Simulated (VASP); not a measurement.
# Al4VN5 (P1) in VASP: relaxation of cell and atoms with PBE

Aim: the relaxation of cell and atoms of Al4VN5 with PBE.

All numbers are computed with VASP 6.6.1; they aren't measurements. Logs are shortened: lines on timing, memory, paths and dates and some standing lists are left out, and cuts for length are marked.

## 1. The cell of the first run

The typed cell holds 20 atoms: a = 4.642 Å, b = 4.642 Å, c = 7.091 Å, α = 83.74°, β = 70.89°, γ = 70.53°.

## 2. Relaxation of cell and atoms, PBE

INCAR

```
PREC = Accurate ; ENCUT = 600
EDIFF = 1E-6 ; ISMEAR = 0
SIGMA = 0.1 ; LREAL = Auto
LASPH = True ; NELM = 80
ALGO = Normal ; ISIF = 3
LWAVE = False ; LCHARG = False
GGA = PE ; IBRION = 2
NSW = 70 ; EDIFFG = -0.04
ISYM = 0
```

KPOINTS

```
Automatic mesh
0
Gamma
  3 3 2
  0 0 0.5
```

POSCAR

```
Al4VN5
1.0
    1.8951200000      1.8951200000      3.7902400000
   -1.8951200000     -1.8951200000      3.7902400000
    5.6853600000     -3.7902400000      1.8951200000
N Al V
10 8 2
Direct
    0.9448647946      0.7441948002      0.6054622294
    0.8556325681      0.2496340419      0.7976941892
    0.3543889925      0.7452860014      0.7982130364
    0.7588317974      0.7431195649      0.9990117622
    0.1509746390      0.7404997921      0.1992447294
    0.0541542130      0.2511458736      0.3971917875
    0.5592468027      0.7425186572      0.3998018302
    0.4427969820      0.2555381605      0.6019353440
    0.2443701408      0.2491570806      0.9935656017
    0.6505317255      0.2552484038      0.2015054490
    0.2019603356      0.0005727819      0.6006652415
    0.0980656766      0.5017694595      0.7993981851
    0.9973160949      0.9913071026      0.9970728187
    0.3899896211      0.0048352337      0.2025062844
    0.3026816166      0.4955466146      0.4004107813
    0.7947378896      0.9981642406      0.3970001877
    0.7012466964      0.4949509944      0.6000440949
    0.4978389112      0.5074214533      0.9953899020
    0.5991938272      0.9981346585      0.7989530953
    0.8946646398      0.5037169920      0.1978333946
```

Potentials or basis: VASP PAW PBE potentials, release 64 (N, Al, V_sv).

Started as:

```
$ cat potpaw_PBE.64/N/POTCAR potpaw_PBE.64/Al/POTCAR potpaw_PBE.64/V_sv/POTCAR > POTCAR
$ mpirun -np 1 vasp_std > vasp.out
```

OUTCAR:

```text
PREC = Accurate
   ENCUT = 600
   EDIFF = 1E-6
   ISMEAR = 0
   LREAL = Auto
   LASPH = True
   NELM = 80
   ISIF = 3
   GGA = PE
   IBRION = 2
   NSW = 70
   EDIFFG = -0.04
   ISYM = 0

 ion  position               nearest neighbor table
   1  0.945  0.744  0.605-  12 1.85  19 1.87  17 1.88  15 1.93  11 1.94  16 1.95
   2  0.856  0.250  0.798-  11 1.88  12 1.88  17 1.88  13 1.89  18 1.92  19 1.92
   3  0.354  0.745  0.798-  18 1.84  17 1.88  19 1.89  12 1.89  11 1.90  13 1.90
   4  0.759  0.743  0.999-  13 1.84  20 1.84  12 1.86  18 1.89  19 1.92  14 1.97
   5  0.151  0.740  0.199-  20 1.87  18 1.87  15 1.90  16 1.91  14 1.92  13 1.92
   6  0.054  0.251  0.397-  14 1.84  15 1.87  17 1.90  11 1.91  20 1.91  16 1.94
   7  0.559  0.743  0.400-  20 1.85  16 1.86  17 1.88  15 1.91  11 1.93  14 1.94
   8  0.443  0.256  0.602-  15 1.87  12 1.87  11 1.88  17 1.88  19 1.90  16 1.93
   9  0.244  0.249  0.994-  12 1.86  19 1.89  13 1.91  20 1.92  14 1.93  18 1.94
  10  0.651  0.255  0.202-  20 1.86  15 1.87  16 1.87  13 1.93  14 1.93  18 1.94
  11  0.202  0.001  0.601-   2 1.88   8 1.88   3 1.90   6 1.91   7 1.93   1 1.94  16 2.65  19 2.66
                            13 2.66  15 2.66  17 2.67  14 2.67  12 2.67  12 2.68  19 2.69  17 2.69
  12  0.098  0.502  0.799-   1 1.85   4 1.86   9 1.86   8 1.87   2 1.88   3 1.89  13 2.63  18 2.67
                            19 2.67  18 2.67  20 2.67  17 2.67  15 2.67  11 2.67  11 2.68  17 2.68
  13  0.997  0.991  0.997-   4 1.84   2 1.89   3 1.90   9 1.91   5 1.92  10 1.93  12 2.63  20 2.64
                            18 2.64  19 2.65  11 2.66  16 2.68  19 2.69  14 2.70  14 2.70  12 2.72
  14  0.390  0.005  0.203-   6 1.84   5 1.92   9 1.93  10 1.93   7 1.94   4 1.97  15 2.65  16 2.66
                            16 2.66  11 2.67  20 2.67  18 2.69  20 2.69  15 2.70  13 2.70  13 2.70
  15  0.303  0.496  0.400-   8 1.87  10 1.87   6 1.87   5 1.90   7 1.91   1 1.93  16 2.65  14 2.65
                            11 2.66  20 2.66  17 2.67  12 2.67  17 2.69  14 2.70  11 2.70  16 2.71
  16  0.795  0.998  0.397-   7 1.86  10 1.87   5 1.91   8 1.93   6 1.94   1 1.95  15 2.65  11 2.65
                            20 2.65  14 2.66  14 2.66  13 2.68  17 2.69  17 2.69  19 2.69  20 2.70
  17  0.701  0.495  0.600-   7 1.88   1 1.88   2 1.88   3 1.88   8 1.88   6 1.90  18 2.65  19 2.67
                            11 2.67  15 2.67  12 2.67  12 2.68  19 2.69  15 2.69  16 2.69  11 2.69
  18  0.498  0.507  0.995-   3 1.84   5 1.87   4 1.89   2 1.92  10 1.94   9 1.94  19 2.64  13 2.64
                            17 2.65  12 2.67  12 2.67  20 2.68  14 2.69  20 2.70  19 2.70  15 2.71
  19  0.599  0.998  0.799-   1 1.87   9 1.89   3 1.89   8 1.90   2 1.92   4 1.92  18 2.64  13 2.65
                            11 2.66  17 2.67  12 2.67  17 2.69  12 2.69  11 2.69  16 2.69  13 2.69
  20  0.895  0.504  0.198-   4 1.84   7 1.85  10 1.86   5 1.87   6 1.91   9 1.92  13 2.64  16 2.65
                            15 2.66  12 2.67  14 2.67  18 2.68  14 2.69  17 2.70  16 2.70  18 2.70

IMPORTANT INFORMATION: All symmetrisations will be switched off!
NOSYMM: (Re-)initialisation of all symmetry stuff for point group C_1.

----------------------------------------------------------------------------------------

                                     Primitive cell

  volume of cell :     136.1257

  direct lattice vectors                    reciprocal lattice vectors
     1.895120000  1.895120000  3.790240000     0.079150661  0.184684875  0.131917768
    -1.895120000 -1.895120000  3.790240000    -0.131917768 -0.131917768  0.131917768
     5.685360000 -3.790240000  1.895120000     0.105534214 -0.105534214  0.000000000

  length of vectors
     4.642077001  4.642077001  7.090889747     0.240365612  0.228488276  0.149247917

  position of ions in fractional coordinates (direct lattice)
     0.944864795  0.744194800  0.605462229
     0.855632568  0.249634042  0.797694189
     0.354388992  0.745286001  0.798213036
     0.758831797  0.743119565  0.999011762
     0.150974639  0.740499792  0.199244729
     0.054154213  0.251145874  0.397191787
[... 12 lines left out ...]
     0.599193827  0.998134658  0.798953095
     0.894664640  0.503716992  0.197833395

  ion indices of the primitive-cell ions
   primitive index   ion index
                 1           1
                 2           2
                 3           3
                 4           4
                 5           5
                 6           6
[... 12 lines left out ...]
                19          19
                20          20

----------------------------------------------------------------------------------------

 KPOINTS: Automatic mesh

Automatic generation of k-mesh.
 Grid dimensions read from file:
 generate k-points for:    3    3    2

 Generating k-lattice:

  Cartesian coordinates                     Fractional coordinates (reciprocal lattice)
     0.026383554  0.061561625  0.043972589     0.333333333  0.000000000  0.000000000
    -0.043972589 -0.043972589  0.043972589     0.000000000  0.333333333  0.000000000
     0.052767107 -0.052767107  0.000000000     0.000000000  0.000000000  0.500000000

  Length of vectors
     0.080121871  0.076162759  0.074623959

  Shift w.r.t. Gamma in fractional coordinates (k-lattice)
     0.000000000  0.000000000  0.500000000
[... 40 lines left out ...]
   number of dos      NEDOS =    301   number of ions     NIONS =     20
   total plane-waves  NPLWV =  96000
   dimension x,y,z NGX =    40 NGY =   40 NGZ =   60
   dimension x,y,z NGXF=    80 NGYF=   80 NGZF=  120
   ions per type =              10   8   2
   NGX,Y,Z   is equivalent  to a cutoff of  14.33, 14.33, 14.07 a.u.
   NGXF,Y,Z  is equivalent  to a cutoff of  28.65, 28.65, 28.13 a.u.
 SYSTEM =  unknown system
   PREC   = accura    normal or accurate (medium, high low for compatibility)
   ISTART =      0    job   : 0-new  1-cont  2-samecut
   ICHARG =      2    charge: 1-file 2-atom 10-const
   ISPIN  =      1    spin polarized calculation?
   LNONCOLLINEAR =      F non collinear calculations
   LSORBIT =      F    spin-orbit coupling
   LASPH  =      T    aspherical Exc in radial PAW
   ENCUT  =  600.0 eV  44.10 Ry    6.64 a.u.   9.27  9.27 14.16*2*pi/ulx,y,z
   NELM   =     80;   NELMIN=  2; NELMDL= -5     # of ELM steps
   EDIFF  = 0.1E-05   stopping-criterion for ELM
   LREAL  =      T    real-space projection
   EDIFFG = -.4E-01   stopping-criterion for IOM
   NSW    =     70    number of steps for IOM
   IBRION =      2    ionic relax: 0-MD 1-quasi-New 2-CG
   NFREE  =      1    steps in history (QN), initial steepest desc. (CG)
   ISIF   =      3    stress and relaxation
   ISYM   =      0    0-nonsym 1-usesym 2-fastsym
   POTIM  = 0.5000    time-step for ionic-motion
   TEBEG  =    0.0;   TEEND  =   0.0 temperature during run
   PSTRESS=    0.0 pullay stress
   NELECT =     100.0000    total number of electrons
   NUPDOWN=      -1.0000    fix difference up-down
   EMIN   =  10.00;   EMAX   =-10.00  energy-range for DOS
   EFERMI =   0.00;   METHOD = LEGACY
   ISMEAR =     0;   SIGMA  =   0.10  broadening in eV -4-tet -1-fermi 0-gaus
   EFERMI_NEDOS =   21; number of points for ismear=-14 and -15
   IALGO  =     38    algorithm
   IMIX   =      4    mixing-type and parameters
     AMIX     =   0.40;   BMIX     =  1.00
     AMIX_MAG =   1.60;   BMIX_MAG =  1.00
  volume/ion in A,a.u.               =       6.81        45.93
  Fermi-wavevector in a.u.,A,eV,Ry     =   1.477162  2.791431 29.688014  2.182007
  Thomas-Fermi vector in A             =   2.591600
   LORBIT       =      0    0 simple, 1 ext, 2 COOP (PROOUT), +10 PAW based schemes
   GGA     = PE    functional components
   LHFCALC =     F    Hartree Fock is set to
   AEXX    =    0.0000 exact exchange contribution
   IVDW    =     0    specifies the selected vdW correction
   LEPSILON=     F    determine dielectric tensor
   LRPA    =     F    only Hartree local field effects (RPA)
 conjugate gradient relaxation of ions
 non-spin polarized calculation
 Gauss-broadening in eV      SIGMA  =   0.10
  energy-cutoff  :      600.00
  volume of cell :      136.13
 maximum number of plane-waves:      4550
 NGX is ok and might be reduce to    40
   NGX = 19   NGY = 19   NGZ = 29

--------------------------------------- Ionic step        1  -------------------------------------------

 number of electron     100.0000000 magnetization

 number of electron      99.9999999 magnetization

 Free energy of the ion-electron system (eV)
  ---------------------------------------------------
  ext. energy  EPLUGINS =         0.00000000
  ---------------------------------------------------
  free energy    TOTEN  =      -142.93269689 eV

  energy without entropy =     -142.89325482  energy(sigma->0) =     -142.91297586

------------------------ aborting loop because EDIFF is reached ----------------------------------------

  FORCE on cell =-STRESS in cart. coord.  units (eV):
  Direction    XX          YY          ZZ          XY          YZ          ZX
  --------------------------------------------------------------------------------------
  -------------------------------------------------------------------------------------
  Total       79.1748346     79.6611560     86.7378022     -0.1282594      0.0627001      0.1948268
  in kB      931.8748835    937.5988069   1020.8897784     -1.5095926      0.7379694      2.2930791
  external PRESSURE =     963.4544896 kB  Pullay stress =       0.0000000 kB
[... 41 lines left out ...]
--------------------------------------- Ionic step        2  -------------------------------------------

 number of electron     100.0000015 magnetization

 E-fermi :   7.3025     XC(G=0): -10.9968

 val. band max:        7.2913504370   @ k =   0.3333   0.0000   0.2500
 cond. band min:       7.3044483696   @ k =   0.0000   0.0000   0.2500
 fundamental gap:      0.0130979326
 Fermi energy:         7.3025280639

 k-point     1 :       0.0000    0.0000    0.2500
  band No.  band energies     occupation
      1     -57.8836      2.00000
      2     -57.8459      2.00000
      3     -31.7934      2.00000
      4     -31.7442      2.00000
      5     -31.7027      2.00000
      6     -31.6910      2.00000
[... 666 lines left out ...]
  FREE ENERGIE OF THE ION-ELECTRON SYSTEM (eV)
  ---------------------------------------------------
  free  energy   TOTEN  =      -152.4548015056 eV

  energy  without entropy=     -152.3992469027  energy(sigma->0) =     -152.42702420

[... ionic steps 4 to 9 ...]

--------------------------------------- Ionic step       10  -------------------------------------------

 number of electron     100.0000002 magnetization

------------------------ aborting loop because EDIFF is reached ----------------------------------------
[... 103 lines left out ...]
--------------------------------------- Ionic step       12  -------------------------------------------

 number of electron     100.0000003 magnetization

 Free energy of the ion-electron system (eV)
  ---------------------------------------------------
  ext. energy  EPLUGINS =         0.00000000
  ---------------------------------------------------
  free energy    TOTEN  =      -152.61692053 eV

  energy without entropy =     -152.56820030  energy(sigma->0) =     -152.59256041

 E-fermi :  11.5232     XC(G=0): -12.4367

 val. band max:       11.4979129216   @ k =   0.3333   0.0000   0.2500
 cond. band min:      11.5510500818   @ k =   0.0000   0.0000   0.2500
 fundamental gap:      0.0531371602
 Fermi energy:        11.5231809264

 k-point     1 :       0.0000    0.0000    0.2500
  band No.  band energies     occupation
      1     -53.5296      2.00000
      2     -53.5290      2.00000
      3     -27.5103      2.00000
      4     -27.5024      2.00000
      5     -27.5002      2.00000
      6     -27.4910      2.00000
[... 612 lines left out ...]
  FREE ENERGIE OF THE ION-ELECTRON SYSTEM (eV)
  ---------------------------------------------------
  free  energy   TOTEN  =      -152.6169205291 eV

  energy  without entropy=     -152.5682002982  energy(sigma->0) =     -152.59256041

 reached required accuracy - stopping structural energy minimisation
```

Wall time 27 min (1 thread of AMD EPYC 7R13 (Zen 3), shared host); peak memory 0.33 GiB.

Results:

```yaml
Free_energy: -152.6169 eV
Relaxed_volume: 8.58 Å³/atom
Relaxed_cell: a = 5.042 Å, b = 5.044 Å, c = 7.627 Å, α = 83.39°, β = 70.68°, γ = 69.58°
Space_group_after_relaxing_to_0.1_Å: C2/c (No. 15)
Energy_gained_by_relaxing: 484.2 meV/atom
Ionic_steps: 12
Pressure_after_relaxing: -0.1 GPa
Largest_force_after_relaxing: 0.025 eV/Å
Band_gap_on_the_k_mesh: zero (bands 50 and 51 overlap by 0.32 eV)
```

Forces on the atoms (eV/Å):
```
N   -0.021 -0.007 -0.008
N   -0.008  0.002 -0.006
N   -0.006  0.011  0.010
N    0.004  0.009  0.008
N    0.007  0.000 -0.008
N    0.006 -0.022 -0.002
N    0.022 -0.011  0.006
N    0.000  0.007  0.007
N   -0.004  0.002  0.000
N    0.013  0.001  0.011
Al   0.002 -0.017 -0.004
Al   0.001 -0.004 -0.007
Al   0.011 -0.006  0.006
Al   0.005  0.006  0.000
Al  -0.007  0.011 -0.010
Al  -0.001 -0.014  0.007
Al  -0.017  0.001 -0.003
Al  -0.011  0.015 -0.003
V    0.005 -0.003  0.000
V   -0.001  0.019 -0.003
```

The path:
```
step  energy change (eV)  largest force (eV/Å)  pressure (GPa)  volume (Å³)
   1              0.0000                3.9786           96.35       136.13
   2              1.5815                1.2512          -42.21       233.71
   3             -9.5221                0.8831           -3.88       174.07
   4             -9.5632                0.8445           -0.83       171.93
   5             -9.5675                0.8273            0.50       171.04
   6             -9.6533                0.5233           -0.95       171.97
   7             -9.6543                0.4666           -0.81       171.88
   8             -9.6775                0.1491            0.45       171.13
   9             -9.6786                0.1383            0.80       170.92
  10             -9.6831                0.0847           -0.31       171.70
  11             -9.6831                0.0875           -0.25       171.65
  12             -9.6842                0.0255           -0.05       171.52
```

Final structure:
```cif
data_structure
_symmetry_space_group_name_H-M 'P 1'
_symmetry_Int_Tables_number 1
_cell_length_a 5.0416
_cell_length_b 5.0439
_cell_length_c 7.6270
_cell_angle_alpha 83.392
_cell_angle_beta 70.682
_cell_angle_gamma 69.578
_cell_volume 171.52
loop_
_atom_site_label
_atom_site_type_symbol
_atom_site_fract_x
_atom_site_fract_y
_atom_site_fract_z
_atom_site_occupancy
N1 N 0.95281 0.74600 0.59578 1
N2 N 0.85793 0.25687 0.79979 1
N3 N 0.34084 0.74037 0.79978 1
N4 N 0.74934 0.74877 0.99920 1
N5 N 0.15821 0.75705 0.19860 1
N6 N 0.04931 0.24633 0.40249 1
N7 N 0.54693 0.75097 0.40242 1
N8 N 0.45032 0.25065 0.59566 1
N9 N 0.24953 0.24875 0.99915 1
N10 N 0.64126 0.24051 0.19845 1
Al1 Al 0.19916 0.99849 0.60101 1
Al2 Al 0.10367 0.49847 0.79169 1
Al3 Al 0.99910 0.99890 0.99961 1
Al4 Al 0.39557 0.99905 0.20655 1
Al5 Al 0.30079 0.49867 0.39726 1
Al6 Al 0.79891 0.99844 0.40088 1
Al7 Al 0.70104 0.49821 0.59744 1
Al8 Al 0.49974 0.49876 0.99878 1
V1 V 0.59300 0.99834 0.81283 1
V2 V 0.90603 0.49916 0.18552 1
```

Caveat: the k points lie up to 0.47 Å⁻¹ apart in the final cell; the volume moved by over 15 % at a fixed basis, so the end points are rough; the run has no spin polarisation, though such a crystal can be magnetic. With open d or f shells a metallic result of PBE can be an artefact of self-interaction; +U or a hybrid may open a gap.

The gap in the log of VASP goes by the Fermi energy; the results here count the filled bands.